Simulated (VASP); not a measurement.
**BP4: single point with PBE**

Crystal: BP4.

```
B P
1.0
    -2.45403    2.45403    3.27283
     2.45403   -2.45403    3.27283
     2.45403    2.45403   -3.27283
B P
1 4
Direct
  0.00000 0.00000 0.00000
  0.27961 0.27961 0.00000
  0.72039 0.72039 0.00000
  0.75000 0.25000 0.50000
  0.25000 0.75000 0.50000
```

- Program: VASP 6.6.1
- Task: single point
- Functional: PBE
- Potentials or basis: VASP PAW PBE potentials, release 64 (B, P)
- Cutoff: 520 eV
- k mesh: 6 × 6 × 6
- Occupations: gaussian, width 0.1 eV
- Spin: no spin polarisation
- Dipole correction: no
- Further INCAR settings: ALGO = Normal; EDIFF = 1e-06; NBANDS = 20

The pressure is -0.1 GPa and the largest force is 0.033 eV/Å.

Forces in eV/Å, atoms in the order of the input:
```
B    0.000  0.000  0.000
P    0.000  0.000 -0.033
P    0.000  0.000  0.033
P    0.000  0.000  0.000
P    0.000  0.000  0.000
```

Stress tensor (GPa, compression positive):
```
-0.10  0.00  0.00
 0.00 -0.10  0.00
 0.00  0.00 -0.22
```

Levels at points of the mesh, in eV from the Fermi level:
```
           k point  band 8  band 9  band 10  band 11  band 12  band 13  band 14  band 15
(0.00, 0.00, 0.00)   -4.61   -4.61    -3.52    -2.71    -0.79    -0.79     1.25     1.97
(0.50, 0.00, 0.00)   -5.45   -2.00    -1.69    -1.56    -0.57     1.15     1.15     2.16
(0.50, 0.50, 0.00)   -2.31   -1.31    -0.93    -0.64    -0.42    -0.36     0.76     1.32
(0.50, 0.50, 0.50)   -3.46   -3.46    -1.37    -0.54     1.60     1.62     1.62     3.25
```

Run time: 22 s on 1 thread of Intel(R) Xeon(R) Platinum 8488C (Sapphire Rapids), on a shared host, peak memory 0.2 GiB.
